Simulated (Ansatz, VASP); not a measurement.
CaAlBrCl3 in VASP and in Ansatz

```
Ca Al Br Cl
1.0
     4.04047    0.00000    0.00000
    -2.02024    3.49915    0.00000
     0.00000    0.00000   12.53843
Ca Al Br Cl
1 1 1 3
Direct
  0.33333 0.66667 0.65996
  0.66667 0.33333 0.17923
  0.00000 0.00000 0.06250
  0.66667 0.33333 0.77549
  0.33333 0.66667 0.27766
  0.00000 0.00000 0.54516
```

Change from the starting cell: species swapped into the LiGeSbTe3 type (P3m1, No. 156).

Alike in both runs: functional PBE; k mesh 4 × 4 × 2; occupations gaussian, width 0.2 eV; no spin polarisation.

Ansatz relaxed the structure, and its values are those at the end. VASP's run is a single point on that final structure, the one shown.

```csv
,VASP,Ansatz
version,VASP 6.6.1,Ansatz 0.2.0
potentials or method,"VASP PAW PBE potentials, release 64 (Ca_sv, Al, Br, Cl), cutoff 520 eV","scalar-relativistic, plane waves, PAW"
valence electrons in the cell,41,41
```

VASP gave:

| Item | Value |
| --- | --- |
| gap on the k mesh at the Fermi level (eV) | none |
| pressure (GPa) | 0.0 |
| rms of the force components (eV/Å) | 0.005 |

**Question.** Which values does Ansatz return?

**Answer.** gap on the k mesh at the Fermi level (eV): none; pressure (GPa): 0.0; rms of the force components (eV/Å): 0.008.

A gap of «none» marks a metal or a gap that the smearing closes.

The k mesh is coarse, so the values compare programs but aren't converged.
